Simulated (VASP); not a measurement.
NaH:

```
CELL_PARAMETERS angstrom
-0.00599 2.39751 2.39751
2.39751 -0.00599 2.39751
2.39152 2.39152 0.00000
ATOMIC_POSITIONS crystal
Na 0.00000 0.00000 0.00000
H 0.50000 0.50000 0.50000
```

This cell differs from its parent crystal: shear xy strain -0.5%.

Base run:

```yaml
Program: VASP 6.6.1
Functional: r2SCAN
Potentials_or_basis: VASP PAW PBE potentials, release 64 (Na_pv, H)
Cutoff: 520 eV
k_mesh: 10 × 10 × 10
Occupations: gaussian, width 0.01 eV
Spin: no spin polarisation
```

Its results: band gap on the k mesh 4.41 eV (least direct gap 5.25 eV); pressure -0.3 GPa.

Problem. The run is repeated on the same cell with these changes: functional from r2SCAN to PBE; occupations from gaussian, width 0.01 eV to fermi-dirac, width 0.02 eV. What comes out?

Solution. Band gap on the k mesh 3.80 eV (least direct gap 4.66 eV); pressure 0.5 GPa.

Caveats: the structure was generated, so it needn't be the stable form of NaH; the PAW data sets were made with another functional, which shifts forces and pressure a little (at least some runs).

A k mesh can miss the band edges.
